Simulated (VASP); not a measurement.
Wanted: the native input for a VASP 6.6.1 run.

```yaml
Task: single point
Functional: LDA
Potentials_or_basis: VASP PAW LDA potentials, release 64 (Sn_d, O)
Cutoff: 520 eV
k_mesh: 6 × 6 × 6
Occupations: gaussian, width 0.01 eV
Spin: no spin polarisation
Dipole_correction: no
k_mesh_for_the_DOS: 9 × 9 × 9
Occupations_for_the_DOS: tetrahedron
Further_INCAR_settings: ALGO = Normal; EDIFF = 1e-06; NBANDS = 35
```

SnO2:

```xyz
6
Lattice="-2.0001 2.0001 5.1237 2.0001 -2.0001 5.1237 2.0001 2.0001 -5.1237" Properties=species:S:1:pos:R:3 pbc="T T T"
Sn    0.0000    2.0001    2.5618
Sn    0.0000    0.0000    0.0000
O     0.0000    0.0000    8.1622
O     0.0000    2.0001    4.6470
O     0.0000    0.0000    2.0851
O     0.0000    2.0001    0.4767
```

One way to write it, as run:

POSCAR

```
SnO2
1.0
   -2.0000700000      2.0000700000      5.1236800000
    2.0000700000     -2.0000700000      5.1236800000
    2.0000700000      2.0000700000     -5.1236800000
Sn O
2 4
Direct
    0.7500000000      0.2500000000      0.5000000000
    0.0000000000      0.0000000000      0.0000000000
    0.7965200000      0.7965200000      0.0000000000
    0.9534800000      0.4534800000      0.5000000000
    0.2034800000      0.2034800000      0.0000000000
    0.5465200000      0.0465200000      0.5000000000
```

INCAR.step1

```
  ALGO = Normal
  EDIFF = 1E-6
  ENCUT = 520
  GGA_COMPAT = False
  ISIF = 2
  ISMEAR = 0
  LASPH = True
  LCHARG = True
  LORBIT = 11
  LREAL = False
  LWAVE = False
  NBANDS = 35
  NEDOS = 2001
  NELM = 120
  PREC = Accurate
  SIGMA = 0.01
```

KPOINTS.step1

```
k-points
0
Gamma
  6 6 6
```

INCAR.step2

```
  ALGO = Normal
  EDIFF = 1E-6
  ENCUT = 520
  GGA_COMPAT = False
  ICHARG = 11
  ISIF = 2
  ISMEAR = -5
  LASPH = True
  LCHARG = False
  LORBIT = 10
  LREAL = False
  LWAVE = False
  NBANDS = 35
  NEDOS = 2001
  NELM = 120
  PREC = Accurate
  SIGMA = 0.01
```

KPOINTS.step2

```
k-points
0
Gamma
  9 9 9
```

Potentials or basis: VASP PAW LDA potentials, release 64 (Sn_d, O).

The run is started by

```bash
$ cat potpaw_LDA.64/Sn_d/POTCAR potpaw_LDA.64/O/POTCAR > POTCAR
$ cp INCAR.step1 INCAR
$ cp KPOINTS.step1 KPOINTS
$ mpirun -np 1 vasp_std > vasp.out
$ cp INCAR.step2 INCAR
$ cp KPOINTS.step2 KPOINTS
$ mpirun -np 1 vasp_std > vasp.out
```

It gave:

| Property | Result |
| --- | --- |
| Valence electrons inside the program's atomic spheres | Sn 12.36; O 5.03 |

It took 13 min on 1 thread of Intel Xeon 8259CL, with other jobs on the host, peak memory 0.34 GiB.
